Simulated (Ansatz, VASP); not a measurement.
**NbH in VASP and in Ansatz**

INCAR

```
ALGO = Normal
EDIFF = 1E-8
ENCUT = 520
GGA = CA
ISIF = 2
ISMEAR = -1
LASPH = T
LCHARG = F
LEFG = T
LREAL = F
LWAVE = F
NBANDS = 22
NELM = 80
PREC = Accurate
SIGMA = 0.03
```

KPOINTS

```
k-points
0
Gamma
  11 11 7
```

POSCAR

```
NbH
1.0
    1.8453665700     -2.3932005300      0.0000000000
    1.8453665700      2.3932005300      0.0000000000
    0.0000000000      0.0000000000      4.8042291500
Nb H
2 2
Direct
    0.7500000000      0.2500000000      0.2688388800
    0.2500000000      0.7500000000      0.7311611200
    0.2500000000      0.2500000000      0.0000000000
    0.7500000000      0.7500000000      0.0000000000
```

Input for Ansatz:

```yaml
crystal:
  lattice:
    - [1.84536657, -2.39320053, 0.0]
    - [1.84536657, 2.39320053, 0.0]
    - [0.0, 0.0, 4.80422915]
  atoms:
    - { symbol: Nb, position: [0.75, 0.25, 0.26883888] }
    - { symbol: Nb, position: [0.25, 0.75, 0.73116112] }
    - { symbol: H, position: [0.25, 0.25, 0.0] }
    - { symbol: H, position: [0.75, 0.75, 0.0] }
kpoints:
  mp_grid: { grid: [11, 11, 7] }
  band_path:
    path:
      - [0.0, 0.0, 0.0]
      - [-0.5, 0.5, 0.0]
      - [-0.3986439117, 0.6013560883, 0.0]
      - [0.3986439117, 0.3986439117, 0.0]
      - [0.0, 0.0, 0.0]
      - [0.0, 0.0, 0.5]
      - [0.3986439117, 0.3986439117, 0.5]
      - [-0.3986439117, 0.6013560883, 0.5]
      - [-0.5, 0.5, 0.5]
    npoints: 14
scf:
  occupations: { method: fermi_dirac, width: 0.03 }
hamiltonian:
  xc: lda
  pseudopotentials: { kind: paw }
output:
  forces: true
  stress: true
  eigenvalues: true
  efg: { contact_densities: true }
  populations: true
  bader: true
  dos: { projected: true, de: 0.2, e_range: [-14, 8] }
  write_density: true
  write_potential: true
  elf: true
  volumetric_format: npy
```

Alike in both runs: task electric field gradients; functional LDA; k mesh 11 × 11 × 7; occupations fermi-dirac, width 0.03 eV; no spin polarisation.

|  | VASP | Ansatz |
| --- | --- | --- |
| version | VASP 6.6.1 | Ansatz 0.2.0 |
| potentials or method | VASP PAW LDA potentials, release 64 (Nb_sv, H) | PAW with Ansatz's default frozen-core files, scalar-relativistic |
| plane-wave cutoff (eV) | 520 | 420 |
| valence electrons in the cell | 28 | 28 |

Ansatz gave:

```
pressure (GPa)                                                : -10.0
traceless stress, the component that is largest in VASP (GPa) : 0.25
rms of the force components (eV/Å)                            : 0.011
size of Vzz on the site where it differs most (V/Å²)          : 9.1
```

Question: What did VASP give for the same quantities?

Answer: Pressure (GPa): -10.1; traceless stress, the component that is largest in VASP (GPa): 0.25; rms of the force components (eV/Å): 0.011; size of Vzz on the site where it differs most (V/Å²): 9.0.

LDA's correlation is that of Perdew and Zunger in VASP and of Perdew and Wang (1992) in Ansatz. Atom by atom the forces differ by 0.001 eV/Å (rms over components).
